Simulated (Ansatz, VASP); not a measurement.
C in VASP and in Ansatz

```
C
1.0
     0.00000    1.90416    1.81710
     1.63628    0.00000    1.81710
     1.63628    1.90416    0.00000
C
2
Cartesian
  1.6363 1.9042 1.8171
  2.4544 2.8562 2.7256
```

Change from the starting cell: strain +e along x and -e along y -0.0750, strain +e along z and -e/2 along x and y +0.0175.

Alike in both runs: task single point; functional PBE; k mesh 12 × 12 × 12; occupations gaussian, width 0.05 eV; no spin polarisation.

```csv
,VASP,Ansatz
version,VASP 6.6.1,Ansatz 0.2.0
potentials or method,"VASP PAW PBE potentials, release 64 (C), cutoff 520 eV","scalar-relativistic, plane waves, PAW"
valence electrons in the cell,8,8
```

```tsv
	VASP	Ansatz	Ansatz less VASP
gap on the k mesh at the Fermi level (eV)	1.07	1.08	+0.010
least direct gap on the mesh (eV)	3.58	3.58	+0.004
pressure (GPa)	3.6	3.0	-0.61
traceless stress, the component that is largest in VASP (GPa)	69.87	69.88	+0.012
```
